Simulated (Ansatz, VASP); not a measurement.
**One calculation of AlC, two programs**

The input INCAR:

```
PREC = Accurate ; ENCUT = 520
EDIFF = 1E-6 ; ISMEAR = 0
SIGMA = 0.1 ; LREAL = False
LASPH = True ; NELM = 80
ALGO = Normal ; ISIF = 2
LWAVE = False ; LCHARG = False
GGA = PE ; NBANDS = 15
```

File KPOINTS:

```
Automatic mesh
0
Gamma
  6 6 6
```

Contents of POSCAR:

```
AlC
1.0
    1.6178999367     -4.2688508466      0.0000000000
    1.6178999367      4.2688508466      0.0000000000
    0.0000000000      0.0000000000      3.2139363608
Al C
2 2
Direct
    0.8540000000      0.1460000000      0.7500000000
    0.1460000000      0.8540000000      0.2500000000
    0.5500000000      0.4500000000      0.7500000000
    0.4500000000      0.5500000000      0.2500000000
```

Input for Ansatz:

```yaml
crystal:
  lattice:
    - [1.6178999367, -4.2688508466, 0.0]
    - [1.6178999367, 4.2688508466, 0.0]
    - [0.0, 0.0, 3.2139363608]
  atoms:
    - { symbol: Al, position: [0.854, 0.146, 0.75] }
    - { symbol: Al, position: [0.146, 0.854, 0.25] }
    - { symbol: C, position: [0.55, 0.45, 0.75] }
    - { symbol: C, position: [0.45, 0.55, 0.25] }
basis:
  ecutwfc: 420
kpoints:
  mp_grid: { grid: [6, 6, 6] }
hamiltonian:
  xc: pbe
scf:
  occupations: { method: gaussian, width: 0.1 }
  lower_state_search: "off"
output:
  forces: true
  stress: true
  eigenvalues: true
```

Alike in both runs: task single point; functional PBE; k mesh 6 × 6 × 6; occupations gaussian, width 0.1 eV; no spin polarisation.

|  | VASP | Ansatz |
| --- | --- | --- |
| version | VASP 6.6.1 | Ansatz 0.2.0 |
| potentials or method | VASP PAW PBE potentials, release 64 (Al, C), cutoff 520 eV | scalar-relativistic, plane waves, PAW |
| valence electrons in the cell | 14 | 14 |

```csv
,VASP,Ansatz,Ansatz less VASP
gap on the k mesh at the Fermi level (eV),none,none,-
pressure (GPa),-10.2,-10.2,-0.02
"traceless stress, the component that is largest in VASP (GPa)",7.68,7.68,-0.002
rms of the force components (eV/Å),0.283,0.281,-0.0013
```

Atom by atom the forces differ by 0.002 eV/Å (rms over components). A gap of «none» marks a metal or a gap that the smearing closes.
